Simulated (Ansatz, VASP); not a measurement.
**One calculation of Mg, two programs**

File INCAR:

```
SYSTEM = Mg
PREC = Accurate ; ENCUT = 520
EDIFF = 1E-7 ; ISMEAR = 0
SIGMA = 0.1 ; LREAL = .False.
LASPH = .True. ; NELM = 100
ALGO = Fast ; ISIF = 2
LWAVE = .False. ; LCHARG = .True.
GGA = PE ; LELF = .True.
LVHAR = .True. ; NBANDS = 7
```

The input KPOINTS:

```
Automatic mesh
0
Gamma
  16 16 16
  0 0 0
```

POSCAR

```
Mg
1.0
   -1.8530479922      1.8530479922      1.5942414421
    1.8530479922     -1.8530479922      1.5942414421
    1.8530479922      1.8530479922     -1.5942414421
Mg
1
Direct
    0.0000000000      0.0000000000      0.0000000000
```

Input for Ansatz:

```yaml
crystal:
  lattice:
    - [-1.8530479922, 1.8530479922, 1.5942414421]
    - [1.8530479922, -1.8530479922, 1.5942414421]
    - [1.8530479922, 1.8530479922, -1.5942414421]
  atoms:
    - { symbol: Mg, position: [0.0, 0.0, 0.0] }
basis:
  ecutwfc: 420
kpoints:
  mp_grid: { grid: [16, 16, 16] }
hamiltonian:
  xc: pbe
scf:
  occupations: { method: gaussian, width: 0.1 }
output:
  forces: true
  stress: true
  eigenvalues: true
  populations: true
```

Alike in both runs: task single point; functional PBE; k mesh 16 × 16 × 16; occupations gaussian, width 0.1 eV; no spin polarisation.

|  | VASP | Ansatz |
| --- | --- | --- |
| version | VASP 6.6.1 | Ansatz 0.2.0 |
| potentials or method | VASP PAW PBE potentials, release 64 (Mg), cutoff 520 eV | scalar-relativistic, plane waves, PAW |
| valence electrons in the cell | 2 | 10 |

```csv
,VASP,Ansatz,Ansatz less VASP
gap on the k mesh at the Fermi level (eV),none,none,-
pressure (GPa),2.1,2.2,+0.12
"traceless stress, the component that is largest in VASP (GPa)",1.02,1.02,+0.002
```

A gap of «none» marks a metal or a gap that the smearing closes. With one functional, cell and mesh, what is left measures potentials, basis and numerics. VASP's potentials hold 2 valence electrons a cell and Ansatz's 10, so a difference there can come from the potentials and not from the codes.
